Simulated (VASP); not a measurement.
Runs of VASP 6.6.1 on SbPt. The structure is that of space group P6_3/mmc (No. 194), or close to it. The cells are those of the table. 

| level | cell | gap on the mesh (eV) | pressure (GPa) | relaxed volume (Å³/atom) |
| --- | --- | --- | --- | --- |
| r2SCAN+rVV10 | relaxed from a = 4.138, b = 4.138, c = 5.571 Å, angles 90.0, 90.0, 120.0°, 4 atoms | none | 0.4 | (a) |
| r2SCAN | relaxed from a = 4.153, b = 4.153, c = 5.591 Å, angles 90.0, 90.0, 120.0°, 4 atoms | none | -0.1 | 20.87 |
| r2SCAN | relaxed from a = 4.128, b = 4.128, c = 5.545 Å, angles 90.0, 90.0, 120.0°, 4 atoms | none | 3.0 | - |
| r2SCAN | relaxed from a = 4.108, b = 4.108, c = 5.531 Å, angles 90.0, 90.0, 120.0°, 4 atoms | none | 5.0 | - |
| r2SCAN+rVV10 | relaxed from a = 4.108, b = 4.108, c = 5.531 Å, angles 90.0, 90.0, 120.0°, 4 atoms | none | 3.9 | - |
| r2SCAN+rVV10 | relaxed from a = 4.082, b = 4.082, c = 5.495 Å, angles 90.0, 90.0, 120.0°, 4 atoms | none | 7.3 | - |
| r2SCAN+rVV10 | relaxed from a = 4.113, b = 4.113, c = 5.527 Å, angles 90.0, 90.0, 120.0°, 4 atoms | none | 3.6 | - |
| r2SCAN | relaxed from a = 4.097, b = 4.097, c = 5.513 Å, angles 90.0, 90.0, 120.0°, 4 atoms | none | 6.4 | - |

Alike in all rows: task relaxation of shape and atoms at fixed volume; potentials or basis VASP PAW PBE potentials, release 64 (Sb, Pt); no spin polarisation; k mesh 6 × 6 × 4; cutoff (eV) 600; smearing gaussian 0.05 eV.

Question: Fill in the values left out.

Answer: (a) 20.65.

Caveats: the PAW data sets were made with another functional, which shifts forces and pressure a little; spin-orbit coupling is left out, which moves the levels of the heavy elements.

A k mesh can miss the band edges, and the runs leave out spin-orbit coupling on Pt, Sb.

A gap of «none» marks levels without a gap at the run's occupations.
